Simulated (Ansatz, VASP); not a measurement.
**Sb2As2C: VASP beside Ansatz**

```
Sb As C
1.0
     3.28896    0.00000    0.00000
    -1.64448    2.84833    0.00000
     0.00000    0.00000   10.62867
Sb As C
2 2 1
Cartesian
  1.6445 0.9494 3.7222
  0.0000 1.8989 6.9064
  1.6445 0.9494 9.3566
  0.0000 1.8989 1.2721
  0.0000 0.0000 0.0000
```

Change from the starting cell: species swapped into the SrZn2As2 type (P-3m1, No. 164).

Alike in both runs: functional PBE; k mesh 12 × 12 × 4; occupations gaussian, width 0.1 eV; no spin polarisation.

Ansatz relaxed the structure, and its values are those at the end. VASP's run is a single point on that final structure, the one shown.

|  | VASP | Ansatz |
| --- | --- | --- |
| version | VASP 6.6.1 | Ansatz 0.2.0 |
| potentials or method | VASP PAW PBE potentials, release 64 (Sb, As, C), cutoff 520 eV | scalar-relativistic, plane waves, PAW |
| valence electrons in the cell | 24 | 64 |

Ansatz gave:

```
gap on the k mesh at the Fermi level (eV) : none
pressure (GPa)                            : 0.0
rms of the force components (eV/Å)        : 0.000
```

Question: Estimate VASP's values.

Answer: gap on the k mesh at the Fermi level (eV): none; pressure (GPa): 0.0; rms of the force components (eV/Å): 0.010.

A gap of «none» marks a metal or a gap that the smearing closes. With one functional, cell and mesh, what is left measures potentials, basis and numerics. VASP's potentials hold 24 valence electrons a cell and Ansatz's 64, so a difference there can come from the potentials and not from the codes.

Spin-orbit coupling is off throughout.
